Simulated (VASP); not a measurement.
A run of VASP 6.6.1 is set up as follows.

INCAR

```
  PREC = Accurate
  ENCUT = 500
  EDIFF = 1E-6
  ISMEAR = 0
  SIGMA = 0.01
  LREAL = F
  LASPH = T
  NELM = 120
  ALGO = Normal
  ISIF = 2
  LWAVE = F
  LCHARG = F
  GGA = CA
  NBANDS = 17
  GGA_COMPAT = F
```

Contents of KPOINTS:

```
regular mesh
0
Gamma
  4 4 4
```

POSCAR

```
SnSe
1.0
    0.0000000000      3.0100000000      3.0100000000
    3.0100000000      0.0000000000      3.0100000000
    3.0100000000      3.0100000000      0.0000000000
Sn Se
1 1
Direct
   -0.0108903584      0.0058766224     -0.0020815726
    0.5071399650      0.4873553249      0.5051618024
```

Potentials or basis: VASP PAW LDA potentials, release 64 (Sn_d, Se).

Command:

```bash
$ cat potpaw_LDA.64/Sn_d/POTCAR potpaw_LDA.64/Se/POTCAR > POTCAR
$ mpirun -np 1 vasp_std > vasp.out
```

(1) What does it give for the pressure?

(2) What does it give for the band gap on the k mesh?

(3) What does it give for the largest force?

Results:

(1) -4.4 GPa.

(2) 0.60 eV.

(3) 0.046 eV/Å.

Caveat: the k points lie up to 0.45 Å⁻¹ apart; spin-orbit coupling is left out, which moves the levels of the heavy elements.
